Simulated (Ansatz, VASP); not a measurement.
## Hf: VASP beside Ansatz

INCAR

```
  PREC = Accurate
  ENCUT = 600
  EDIFF = 1E-7
  ISMEAR = -1
  SIGMA = 0.05
  LREAL = False
  LASPH = True
  NELM = 100
  ALGO = Normal
  ISIF = 3
  LWAVE = False
  LCHARG = False
  GGA = PS
  IVDW = 12
  IBRION = 2
  NSW = 80
  EDIFFG = -0.005
```

The input KPOINTS:

```
Automatic mesh
0
Gamma
  10 10 5
```

The input POSCAR:

```
Hf
1.0
    3.1967000000      0.0000000000      0.0000000000
   -1.5983500000      2.7684234083      0.0000000000
    0.0000000000      0.0000000000      5.0578000000
Hf
2
Direct
    0.6666666667      0.3333333333      0.7500000000
    0.3333333333      0.6666666667      0.2500000000
```

File input.yaml:

```yaml
crystal:
  lattice:
    - [3.1967, 0.0, 0.0]
    - [-1.59835, 2.7684234083, 0.0]
    - [0.0, 0.0, 5.0578]
  atoms:
    - { symbol: Hf, position: [0.6666666667, 0.3333333333, 0.75] }
    - { symbol: Hf, position: [0.3333333333, 0.6666666667, 0.25] }
kpoints:
  mp_grid: { grid: [10, 10, 5] }
scf:
  occupations: { method: fermi_dirac, width: 0.05 }
hamiltonian:
  xc: pbesol
  dispersion: d3bj
  pseudopotentials: { kind: all_electron, lapw: { basis_error: 0.001 } }
output:
  forces: true
  stress: true
relax:
  f_tol: 0.005
  max_steps: 60
  cell: {}
```

Alike in both runs: task relaxation of cell and atoms; functional PBEsol; dispersion D3(BJ); k mesh 10 × 10 × 5; occupations fermi-dirac, width 0.05 eV; no spin polarisation.

|  | VASP | Ansatz |
| --- | --- | --- |
| version | VASP 6.6.1 | Ansatz 0.2.0 |
| potentials or method | VASP PAW PBE potentials, release 64 (Hf_pv), cutoff 600 eV | all-electron LAPW, scalar-relativistic |

Ansatz gave:

```
relaxed volume (Å³/atom)                                     : 20.83
relaxed cell length with the largest relative difference (Å) : 4.938
```

**Question.** What did VASP give for the same quantities?

**Answer.** Relaxed volume (Å³/atom): 20.76; relaxed cell length with the largest relative difference (Å): 4.930.

VASP's potentials were made for PBE, not for PBEsol. Ansatz ran all-electron here, and VASP with PAW potentials.

Spin-orbit coupling is off throughout.
